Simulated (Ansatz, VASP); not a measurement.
**Two plane-wave programs on BP**

Contents of INCAR:

```
SYSTEM = BP
ALGO = Normal ; EDIFF = 1E-6
EDIFFG = -0.002 ; ENCUT = 600
IBRION = 2 ; ISIF = 3
ISMEAR = -1 ; LASPH = .TRUE.
LCHARG = .FALSE. ; LREAL = .FALSE.
LWAVE = .FALSE. ; NELM = 100
NSW = 100 ; PREC = Accurate
SIGMA = 0.1
```

File KPOINTS:

```
k-points
0
G
  12 12 12
  0 0 0
```

The input POSCAR:

```
BP
1.0
    2.2690000000      2.2690000000      0.0000000000
   -2.2690000000      2.2690000000      0.0000000000
    0.0000000000      2.2690000000      2.2690000000
B P
1 1
Direct
    0.0000000000      0.0000000000      0.0000000000
    0.7500000000      0.2500000000      0.5000000000
```

Input for Ansatz:

```yaml
crystal:
  lattice:
    - [2.269, 2.269, 0.0]
    - [-2.269, 2.269, 0.0]
    - [0.0, 2.269, 2.269]
  atoms:
    - { symbol: B, position: [0.0, 0.0, 0.0] }
    - { symbol: P, position: [0.75, 0.25, 0.5] }
kpoints:
  mp_grid: { grid: [12, 12, 12] }
scf:
  occupations: { method: fermi_dirac, width: 0.1 }
hamiltonian:
  xc: lda
  pseudopotentials: { kind: paw }
relax:
  f_tol: 0.002
  max_steps: 80
  cell: {}
output:
  forces: true
  stress: true
```

Alike in both runs: task relaxation of cell and atoms; functional LDA; k mesh 12 × 12 × 12; occupations fermi-dirac, width 0.1 eV; no spin polarisation.

```csv
,VASP,Ansatz
version,VASP 6.6.1,Ansatz 0.2.0
potentials or method,"VASP PAW LDA potentials, release 64 (B, P)","PAW with Ansatz's default frozen-core files, scalar-relativistic"
plane-wave cutoff (eV),600,420
valence electrons in the cell,8,8
```

```tsv
	VASP	Ansatz	Ansatz less VASP
relaxed volume (Å³/atom)	11.31	11.32	+0.008
relaxed cell length with the largest relative difference (Å)	3.175	3.175	+0.0007
```

LDA's correlation is that of Perdew and Zunger in VASP and of Perdew and Wang (1992) in Ansatz.
